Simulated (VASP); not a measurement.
Wanted: the native input for a VASP 6.6.1 run.

| Item | Value |
| --- | --- |
| Task | single point |
| Functional | PBE |
| Potentials or basis | VASP PAW PBE potentials, release 64 (Zn, Se) |
| Cutoff | 500 eV |
| k mesh | 8 × 8 × 8 |
| Occupations | gaussian, width 0.02 eV |
| Spin | no spin polarisation |
| Dipole correction | no |
| Further INCAR settings | ALGO = Normal; EDIFF = 1e-06; NBANDS = 16 |

The structure of ZnSe (pbe) lies in POSCAR:

```
ZnSe
1.0
    0.0000000000      2.8664660138      2.8664660138
    2.8664660138      0.0000000000      2.8664660138
    2.8664660138      2.8664660138      0.0000000000
Zn Se
1 1
Direct
    0.0000000000      0.0000000000      0.0000000000
    0.2500000000      0.2500000000      0.2500000000
```

One way to write it, as run:

INCAR

```
SYSTEM = ZnSe
  PREC = Accurate
  ENCUT = 500
  EDIFF = 1E-6
  ISMEAR = 0
  SIGMA = 0.02
  LREAL = .FALSE.
  LASPH = .TRUE.
  NELM = 120
  ALGO = Normal
  ISIF = 2
  LWAVE = .FALSE.
  LCHARG = .FALSE.
  GGA = PE
  NBANDS = 16
  GGA_COMPAT = .FALSE.
```

KPOINTS

```
Automatic mesh
0
G
  8 8 8
  0 0 0
```

Potentials or basis: VASP PAW PBE potentials, release 64 (Zn, Se).

Launch:

```console
$ cat potpaw_PBE.64/Zn/POTCAR potpaw_PBE.64/Se/POTCAR > POTCAR
$ mpirun -np 1 vasp_std > vasp.out
```

Results of the run:

```yaml
Pressure: 0.2 GPa
Band_gap_on_the_k_mesh: 1.15 eV, direct
```

Run time: 27 s on 1 thread of AMD EPYC 9R45 (Zen 5), on a shared host, peak memory 0.14 GiB.
